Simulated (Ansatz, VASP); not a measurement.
# MoS2: VASP beside Ansatz

```xyz
6
Lattice="3.1851 0.0000 0.0000 -1.5925 2.7584 0.0000 0.0000 0.0000 14.8080" Properties=species:S:1:pos:R:3 pbc="T T T"
Mo    1.5925    0.9195    3.7020
Mo    0.0000    1.8389   11.1060
S     1.5925    0.9195    9.5435
S     0.0000    1.8389    5.2645
S     1.5925    0.9195   12.6685
S     0.0000    1.8389    2.1395
```

Alike in both runs: functional PBE; k mesh 12 × 12 × 2; occupations gaussian, width 0.02 eV; no spin polarisation.

Ansatz relaxed the structure, and its values are those at the end. VASP's run is a single point on that final structure, the one shown.

|  | VASP | Ansatz |
| --- | --- | --- |
| version | VASP 6.6.1 | Ansatz 0.2.0 |
| potentials or method | VASP PAW PBE potentials, release 64 (Mo_sv, S), cutoff 520 eV | scalar-relativistic, plane waves, PAW |
| valence electrons in the cell | 52 | 52 |

```csv
,VASP,Ansatz,Ansatz less VASP
gap on the k mesh at the Fermi level (eV),1.46,1.45,-0.013
least direct gap on the mesh (eV),1.67,1.66,-0.004
pressure (GPa),-0.1,0.0,+0.11
rms of the force components (eV/Å),0.005,0.001,-0.0040
```
